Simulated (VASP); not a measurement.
BAs (rocksalt type): density of states with PBEsol

The system is BAs (rocksalt type).

```
B As
1.0
     0.00000    2.28435    2.28435
     2.28435    0.00000    2.28435
     2.28435    2.28435    0.00000
B As
1 1
Direct
  0.00000 0.00000 0.00000
  0.50000 0.50000 0.50000
```

| Quantity | Value |
| --- | --- |
| Program | VASP 6.6.1 |
| Task | density of states |
| Functional | PBEsol |
| Potentials or basis | VASP PAW PBE potentials, release 64 (B, As) |
| Cutoff | 520 eV |
| k mesh | 17 × 17 × 17 |
| Occupations | fermi-dirac, width 0.1 eV |
| Spin | no spin polarisation |
| Dipole correction | no |
| k mesh for the DOS | 26 × 26 × 26 |
| Occupations for the DOS | tetrahedron |
| Further INCAR settings | ALGO = Normal; EDIFF = 1e-07; NBANDS = 11 |

The valence electrons inside the program's atomic spheres are B 1.67; As 2.77.

Levels at points of the mesh, in eV from the Fermi level:
```
           k point  band 1  band 2  band 3  band 4  band 5  band 6  band 7  band 8
(0.00, 0.00, 0.00)  -16.25   -0.04   -0.04   -0.04    3.88    7.84    7.84    7.84
(0.50, 0.00, 0.00)  -12.37   -9.94    1.02    1.02    1.33    1.33    4.24    5.57
(0.50, 0.50, 0.00)  -10.85   -8.19   -3.88   -3.88   -3.30    3.47   10.85   10.85
```

Wall time 2.9 min on 1 thread of AMD EPYC 7R43 64-Core Processor (Zen 3), on a shared host, peak memory 0.21 GiB.
